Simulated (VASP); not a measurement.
# Tl3Ru (Pm-3m) in VASP: relaxation of cell and atoms with PBE

Aim: the relaxation of cell and atoms of Tl3Ru with PBE.

Everything below comes from runs of VASP 6.6.1. Logs are shortened: lines on timing, memory, paths and dates and some standing lists are left out, and cuts for length are marked.

### Step 1. The cell of the first run

It takes space group Pm-3m (No. 221, cubic). The conventional cell has a = 4.070 Å, b = 4.070 Å, c = 4.070 Å, α = 90.00°, β = 90.00°, γ = 90.00°. Ru (site symmetry m-3m) has 12 Tl at 2.88 Å within 3.8 Å. Tl (site symmetry 4/mmm) has 4 Ru at 2.88 Å and 8 Tl at 2.88 Å within 3.8 Å.

### Step 2. Relaxation of cell and atoms, PBE

Contents of INCAR:

```
ALGO = Normal ; EDIFF = 1E-7
EDIFFG = -0.02 ; ENCUT = 600
GGA = PE ; IBRION = 2
ISIF = 3 ; ISMEAR = 1
LASPH = T ; LCHARG = F
LREAL = F ; LWAVE = F
NELM = 60 ; NSW = 80
PREC = Accurate ; SIGMA = 0.1
```

Contents of KPOINTS:

```
k-points
0
Gamma
  5 5 5
```

Contents of POSCAR:

```
Tl3Ru
1.0
    4.0700000000      0.0000000000      0.0000000000
    0.0000000000      4.0700000000      0.0000000000
    0.0000000000      0.0000000000      4.0700000000
Ru Tl
1 3
Direct
    0.0000000000      0.0000000000      0.0000000000
    0.0000000000      0.5000000000      0.5000000000
    0.5000000000      0.0000000000      0.5000000000
    0.5000000000      0.5000000000      0.0000000000
```

Potentials or basis: VASP PAW PBE potentials, release 64 (Ru_pv, Tl_d).

The run is started by

```sh
> cat potpaw_PBE.64/Ru_pv/POTCAR potpaw_PBE.64/Tl_d/POTCAR > POTCAR
> mpirun -np 1 vasp_std > vasp.out
```

OUTCAR:

```text
EDIFF = 1E-7
   EDIFFG = -0.02
   ENCUT = 600
   GGA = PE
   IBRION = 2
   ISIF = 3
   ISMEAR = 1
   LASPH = T
   LREAL = F
   NELM = 60
   NSW = 80
   PREC = Accurate

 ion  position               nearest neighbor table
   1  0.000  0.000  0.000-   2 2.88   3 2.88   4 2.88   2 2.88   3 2.88   2 2.88   4 2.88   2 2.88
                             3 2.88   4 2.88   3 2.88   4 2.88
   2  0.000  0.500  0.500-   1 2.88   3 2.88   4 2.88   1 2.88   4 2.88   1 2.88   3 2.88   1 2.88
                             3 2.88   4 2.88   4 2.88   3 2.88
   3  0.500  0.000  0.500-   1 2.88   2 2.88   4 2.88   1 2.88   4 2.88   2 2.88   4 2.88   4 2.88
                             1 2.88   2 2.88   1 2.88   2 2.88
   4  0.500  0.500  0.000-   1 2.88   2 2.88   3 2.88   2 2.88   3 2.88   1 2.88   3 2.88   3 2.88
                             1 2.88   2 2.88   2 2.88   1 2.88

  LATTYP: Found a simple cubic cell.
 ALAT       =     4.0700000000

  Lattice vectors:

 A1 = (   4.0700000000,   0.0000000000,   0.0000000000)
 A2 = (   0.0000000000,   4.0700000000,   0.0000000000)
 A3 = (   0.0000000000,   0.0000000000,   4.0700000000)

Analysis of symmetry for initial positions (statically):
=====================================================================
 Subroutine PRICEL returns:
 Original cell was already a primitive cell.

 Routine SETGRP: Setting up the symmetry group for a
 simple cubic supercell.

 Subroutine GETGRP returns: Found 48 space group operations
 (whereof 48 operations were pure point group operations)
 out of a pool of 48 trial point group operations.

The static configuration has the point symmetry O_h .

Analysis of symmetry for dynamics (positions and initial velocities):
=====================================================================
 Subroutine PRICEL returns:
 Original cell was already a primitive cell.

 Routine SETGRP: Setting up the symmetry group for a
 simple cubic supercell.

 Subroutine GETGRP returns: Found 48 space group operations
 (whereof 48 operations were pure point group operations)
 out of a pool of 48 trial point group operations.

The dynamic configuration has the point symmetry O_h .

 Subroutine INISYM returns: Found 48 space group operations
 (whereof 48 operations are pure point group operations),
 and found     1 'primitive' translations

----------------------------------------------------------------------------------------

                                     Primitive cell

  volume of cell :      67.4191

  direct lattice vectors                    reciprocal lattice vectors
     4.070000000  0.000000000  0.000000000     0.245700246  0.000000000  0.000000000
     0.000000000  4.070000000  0.000000000     0.000000000  0.245700246  0.000000000
     0.000000000  0.000000000  4.070000000     0.000000000  0.000000000  0.245700246

  length of vectors
     4.070000000  4.070000000  4.070000000     0.245700246  0.245700246  0.245700246

  position of ions in fractional coordinates (direct lattice)
     0.000000000  0.000000000  0.000000000
     0.000000000  0.500000000  0.500000000
     0.500000000  0.000000000  0.500000000
     0.500000000  0.500000000  0.000000000

  ion indices of the primitive-cell ions
   primitive index   ion index
                 1           1
                 2           2
                 3           3
                 4           4

----------------------------------------------------------------------------------------

 KPOINTS: k-points

Automatic generation of k-mesh.
 Grid dimensions read from file:
 generate k-points for:    5    5    5

 Generating k-lattice:

  Cartesian coordinates                     Fractional coordinates (reciprocal lattice)
     0.049140049  0.000000000  0.000000000     0.200000000  0.000000000  0.000000000
     0.000000000  0.049140049  0.000000000     0.000000000  0.200000000  0.000000000
     0.000000000  0.000000000  0.049140049     0.000000000  0.000000000  0.200000000

  Length of vectors
     0.049140049  0.049140049  0.049140049

  Shift w.r.t. Gamma in fractional coordinates (k-lattice)
     0.000000000  0.000000000  0.000000000

 Subroutine IBZKPT returns following result:
 ===========================================

 Found     10 irreducible k-points:

 Following reciprocal coordinates:
            Coordinates               Weight
  0.000000  0.000000  0.000000      1.000000
  0.200000  0.000000  0.000000      6.000000
  0.400000  0.000000  0.000000      6.000000
  0.200000  0.200000  0.000000     12.000000
  0.400000  0.200000  0.000000     24.000000
  0.400000  0.400000  0.000000     12.000000
  0.200000  0.200000  0.200000      8.000000
  0.400000  0.200000  0.200000     24.000000
  0.400000  0.400000  0.200000     24.000000
  0.400000  0.400000  0.400000      8.000000
   k-points           NKPTS =     10   k-points in BZ     NKDIM =     10   number of bands    NBANDS=     31
   number of dos      NEDOS =    301   number of ions     NIONS =      4
   total plane-waves  NPLWV =  46656
   dimension x,y,z NGX =    36 NGY =   36 NGZ =   36
   dimension x,y,z NGXF=    72 NGYF=   72 NGZF=   72
   ions per type =               1   3
   NGX,Y,Z   is equivalent  to a cutoff of  14.70, 14.70, 14.70 a.u.
   NGXF,Y,Z  is equivalent  to a cutoff of  29.41, 29.41, 29.41 a.u.
 SYSTEM =  unknown system
   PREC   = accura    normal or accurate (medium, high low for compatibility)
   ISTART =      0    job   : 0-new  1-cont  2-samecut
   ICHARG =      2    charge: 1-file 2-atom 10-const
   ISPIN  =      1    spin polarized calculation?
   LNONCOLLINEAR =      F non collinear calculations
   LSORBIT =      F    spin-orbit coupling
   LASPH  =      T    aspherical Exc in radial PAW
   ENCUT  =  600.0 eV  44.10 Ry    6.64 a.u.   8.13  8.13  8.13*2*pi/ulx,y,z
   NELM   =     60;   NELMIN=  2; NELMDL= -5     # of ELM steps
   EDIFF  = 0.1E-06   stopping-criterion for ELM
   LREAL  =      F    real-space projection
   EDIFFG = -.2E-01   stopping-criterion for IOM
   NSW    =     80    number of steps for IOM
   IBRION =      2    ionic relax: 0-MD 1-quasi-New 2-CG
   NFREE  =      1    steps in history (QN), initial steepest desc. (CG)
   ISIF   =      3    stress and relaxation
   ISYM   =      2    0-nonsym 1-usesym 2-fastsym
   POTIM  = 0.5000    time-step for ionic-motion
   TEBEG  =    0.0;   TEEND  =   0.0 temperature during run
   PSTRESS=    0.0 pullay stress
   NELECT =      53.0000    total number of electrons
   NUPDOWN=      -1.0000    fix difference up-down
   EMIN   =  10.00;   EMAX   =-10.00  energy-range for DOS
   EFERMI =   0.00;   METHOD = LEGACY
   ISMEAR =     1;   SIGMA  =   0.10  broadening in eV -4-tet -1-fermi 0-gaus
   EFERMI_NEDOS =   21; number of points for ismear=-14 and -15
   IALGO  =     38    algorithm
   IMIX   =      4    mixing-type and parameters
     AMIX     =   0.40;   BMIX     =  1.00
     AMIX_MAG =   1.60;   BMIX_MAG =  1.00
  volume/ion in A,a.u.               =      16.85       113.74
  Fermi-wavevector in a.u.,A,eV,Ry     =   1.510912  2.855209 31.060111  2.282854
  Thomas-Fermi vector in A             =   2.621039
   LORBIT       =      0    0 simple, 1 ext, 2 COOP (PROOUT), +10 PAW based schemes
   GGA     = PE    functional components
   LHFCALC =     F    Hartree Fock is set to
   AEXX    =    0.0000 exact exchange contribution
   IVDW    =     0    specifies the selected vdW correction
   LEPSILON=     F    determine dielectric tensor
   LRPA    =     F    only Hartree local field effects (RPA)
 conjugate gradient relaxation of ions
 non-spin polarized calculation
 Methfessel and Paxton  Order N= 1 SIGMA  =   0.10
  energy-cutoff  :      600.00
  volume of cell :       67.42
 maximum number of plane-waves:      2301
 NGX is ok and might be reduce to    36
   NGX = 17   NGY = 17   NGZ = 17

--------------------------------------- Ionic step        1  -------------------------------------------

 number of electron      53.0000007 magnetization

 Free energy of the ion-electron system (eV)
  ---------------------------------------------------
  ext. energy  EPLUGINS =         0.00000000
  ---------------------------------------------------
  free energy    TOTEN  =       -10.33182422 eV

  energy without entropy =      -10.33135549  energy(sigma->0) =      -10.33166798

 E-fermi :  12.7555     XC(G=0): -13.0252

 val. band max:       12.7171791524   @ k =   0.4000   0.4000   0.0000
 cond. band min:      12.7844961594   @ k =   0.4000   0.2000   0.0000
 fundamental gap:      0.0673170070
 Fermi energy:        12.7555187196

 k-point     1 :       0.0000    0.0000    0.0000
  band No.  band energies     occupation
      1     -29.0493      2.00000
      2     -29.0493      2.00000
      3     -29.0493      2.00000
      4      -1.6426      2.00000
      5      -1.0723      2.00000
      6      -1.0723      2.00000
[... 23 lines left out ...]
     30      17.0901      0.00000
     31      18.6294      0.00000
[... 778 lines left out ...]
 VOLUME and BASIS-vectors are now :
 -----------------------------------------------------------------------------
  energy-cutoff  :      600.00
  volume of cell :       94.17
      direct lattice vectors                 reciprocal lattice vectors
     4.549643021 -0.000000000 -0.000000000     0.219797464  0.000000000  0.000000000
    -0.000000000  4.549643021  0.000000000     0.000000000  0.219797464  0.000000000
    -0.000000000 -0.000000000  4.549643021     0.000000000 -0.000000000  0.219797464

 POSITION                                       TOTAL-FORCE (eV/Angst)
 -----------------------------------------------------------------------------------
      0.00000      0.00000      0.00000         0.000000      0.000000      0.000000
     -0.00000      2.27482      2.27482        -0.000000      0.000000      0.000000
      2.27482     -0.00000      2.27482        -0.000000     -0.000000      0.000000
      2.27482      2.27482      0.00000         0.000000      0.000000      0.000000
 -----------------------------------------------------------------------------------
    total drift:                                0.000000      0.000000      0.000000

  FREE ENERGIE OF THE ION-ELECTRON SYSTEM (eV)
  ---------------------------------------------------
  free  energy   TOTEN  =       -12.8806239615 eV

  energy  without entropy=      -12.8756403995  energy(sigma->0) =      -12.87896277

--------------------------------------- Ionic step        5  -------------------------------------------

 number of electron      53.0000012 magnetization

 Free energy of the ion-electron system (eV)
  ---------------------------------------------------
  ext. energy  EPLUGINS =         0.00000000
  ---------------------------------------------------
  free energy    TOTEN  =       -12.88080732 eV

  energy without entropy =      -12.87560956  energy(sigma->0) =      -12.87907474

 E-fermi :   7.7264     XC(G=0): -11.1383

 val. band max:        7.6956271207   @ k =   0.4000   0.4000   0.2000
 cond. band min:       7.7373183748   @ k =   0.2000   0.2000   0.0000
 fundamental gap:      0.0416912541
 Fermi energy:         7.7263702283

 k-point     1 :       0.0000    0.0000    0.0000
  band No.  band energies     occupation
      1     -33.8209      2.00000
      2     -33.8209      2.00000
      3     -33.8209      2.00000
      4      -4.4280      2.00000
      5      -4.2671      2.00000
      6      -4.2671      2.00000
[... 23 lines left out ...]
     30      10.5764      0.00000
     31      13.0087      0.00000
[... 317 lines left out ...]
 VOLUME and BASIS-vectors are now :
 -----------------------------------------------------------------------------
  energy-cutoff  :      600.00
  volume of cell :       93.85
      direct lattice vectors                 reciprocal lattice vectors
     4.544346792 -0.000000000  0.000000000     0.220053628 -0.000000000  0.000000000
     0.000000000  4.544346792  0.000000000     0.000000000  0.220053628  0.000000000
    -0.000000000 -0.000000000  4.544346792    -0.000000000 -0.000000000  0.220053628

 POSITION                                       TOTAL-FORCE (eV/Angst)
 -----------------------------------------------------------------------------------
     -0.00000     -0.00000      4.54435        -0.000000      0.000000      0.000000
      4.54435      2.27217      2.27217        -0.000000     -0.000000      0.000000
      2.27217      4.54435      2.27217        -0.000000     -0.000000      0.000000
      2.27217      2.27217      4.54435         0.000000     -0.000000      0.000000
 -----------------------------------------------------------------------------------
    total drift:                                0.000000      0.000000      0.000000

  FREE ENERGIE OF THE ION-ELECTRON SYSTEM (eV)
  ---------------------------------------------------
  free  energy   TOTEN  =       -12.8808073232 eV

  energy  without entropy=      -12.8756095587  energy(sigma->0) =      -12.87907474

 reached required accuracy - stopping structural energy minimisation
```

Run time: 91 s. Hardware: 1 thread of Intel Xeon Platinum 8488C (Sapphire Rapids), shared host; peak memory 0.22 GiB.

Results:

```
Free energy                           : -12.8808 eV
Relaxed volume                        : 23.46 Å³/atom
Relaxed cell                          : a = 4.544 Å, b = 4.544 Å, c = 4.544 Å, α = 90.00°, β = 90.00°, γ = 90.00°
Space group after relaxing (to 0.1 Å) : Pm-3m (No. 221)
Energy gained by relaxing             : 637.2 meV/atom
Ionic steps                           : 5
Pressure after relaxing               : 0.0 GPa
Band gap on the k mesh                : zero (an odd number of electrons rules out a gap without spin polarisation)
```

Step by step:
```csv
step,energy change (eV),largest force (eV/Å),pressure (GPa),volume (Å³)
1,0.0000,0.0000,45.08,67.42
2,-1.5556,0.0000,-7.51,125.09
3,-2.5489,0.0000,0.16,93.59
4,-2.5488,0.0000,-0.18,94.17
5,-2.5490,0.0000,0.01,93.85
```

Final structure:
```
Ru Tl
1.0
     4.54435    0.00000    0.00000
     0.00000    4.54435    0.00000
     0.00000    0.00000    4.54435
Ru Tl
1 3
Direct
  0.00000 0.00000 0.00000
  0.00000 0.50000 0.50000
  0.50000 0.00000 0.50000
  0.50000 0.50000 0.00000
```

Caveat: the volume moved by over 15 % at a fixed basis, so the end points are rough; spin-orbit coupling is left out, which moves the levels of the heavy elements.
